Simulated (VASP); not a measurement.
Write the native input for VASP 6.6.1 that does the following.

```yaml
Task: electric field gradients
Functional: PBE
Potentials_or_basis: VASP PAW PBE potentials, release 64 (Sn_d, O)
Cutoff: 520 eV
k_mesh: 4 × 4 × 6
Occupations: fermi-dirac, width 0.03 eV
Spin: no spin polarisation
Dipole_correction: no
Further_INCAR_settings: ALGO = Normal; EDIFF = 1e-08; NBANDS = 35
```

The structure of SnO2 lies in POSCAR:

```
SnO2
1.0
    4.7373500000      0.0000000000      0.0000000000
    0.0000000000      4.7373500000      0.0000000000
    0.0000000000      0.0000000000      3.0908080000
Sn O
2 4
Direct
    0.0000000000      0.0000000000      0.0000000000
    0.5000000000      0.5000000000      0.5000000000
    0.3056200000      0.3056200000      0.0000000000
    0.1943800000      0.8056200000      0.5000000000
    0.6943800000      0.6943800000      0.0000000000
    0.8056200000      0.1943800000      0.5000000000
```

This cell differs from its parent crystal: zz strain of -3 %.

The input as run:

INCAR

```
PREC = Accurate
ENCUT = 520
EDIFF = 1E-8
ISMEAR = -1
SIGMA = 0.03
LREAL = F
LASPH = T
NELM = 120
ALGO = Normal
ISIF = 2
LWAVE = F
LCHARG = F
GGA = PE
LEFG = T
NBANDS = 35
GGA_COMPAT = F
```

KPOINTS

```
regular mesh
0
Gamma
  4 4 6
```

Potentials or basis: VASP PAW PBE potentials, release 64 (Sn_d, O).

Launch:

```sh
$ cat potpaw_PBE.64/Sn_d/POTCAR potpaw_PBE.64/O/POTCAR > POTCAR
$ mpirun -np 1 vasp_std > vasp.out
```

Results of the run:

```yaml
Pressure: 20.7 GPa
Largest_force: 0.368 eV/Å
Band_gap_on_the_k_mesh: 1.70 eV
Largest_electric_field_gradient_by_atom: Sn -69.0; O -101.9 V/Å²
```

Caveat: the cell differs from its parent crystal (zz strain of -3 %); the cell stands under pressure; without QUAD_EFG the Cq values of the log hold for a quadrupole moment of 1 mb, not for the nuclei; spin-orbit coupling is left out, which moves the levels of the heavy elements.

It took 46 s on 1 thread of Intel(R) Xeon(R) Platinum 8375C CPU @ 2.90GHz (Ice Lake), on a shared host, peak memory 0.19 GiB.
